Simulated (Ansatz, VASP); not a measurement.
**Two plane-wave programs on Ca2Gd**

```xyz
3
Lattice="0.0000 4.1783 4.1783 4.1783 0.0000 4.1783 4.1783 4.1783 0.0000" Properties=species:S:1:pos:R:3 pbc="T T T"
Ca    2.0891    2.0891    2.0891
Ca    6.2674    6.2674    6.2674
Gd    0.0000    0.0000    0.0000
```

Change from the starting cell: species swapped into the YbH2 type (Fm-3m, No. 225).

Alike in both runs: functional PBE; k mesh 4 × 4 × 4; occupations gaussian, width 0.1 eV; collinear spin.

Ansatz relaxed the structure, and its values are those at the end. VASP's run is a single point on that final structure, the one shown.

|  | VASP | Ansatz |
| --- | --- | --- |
| version | VASP 6.6.1 | Ansatz 0.2.0 |
| potentials or method | VASP PAW PBE potentials, release 64 (Ca_sv, Gd), cutoff 520 eV | scalar-relativistic, plane waves, PAW |
| valence electrons in the cell | 38 | 38 |

VASP gave:

* gap on the k mesh at the Fermi level (eV): none
* pressure (GPa): 0.1
* net moment per atom (μB): 2.67
* size of the moment on the site where the two differ most (μB): 6.96

Question: Which values does Ansatz return?

Answer: gap on the k mesh at the Fermi level (eV): none; pressure (GPa): 0.2; net moment per atom (μB): 2.68; size of the moment on the site where the two differ most (μB): 7.34.

Site moments also hang on the region over which each program counts them. A gap of «none» marks a metal or a gap that the smearing closes.

Neither program's run includes spin-orbit coupling.
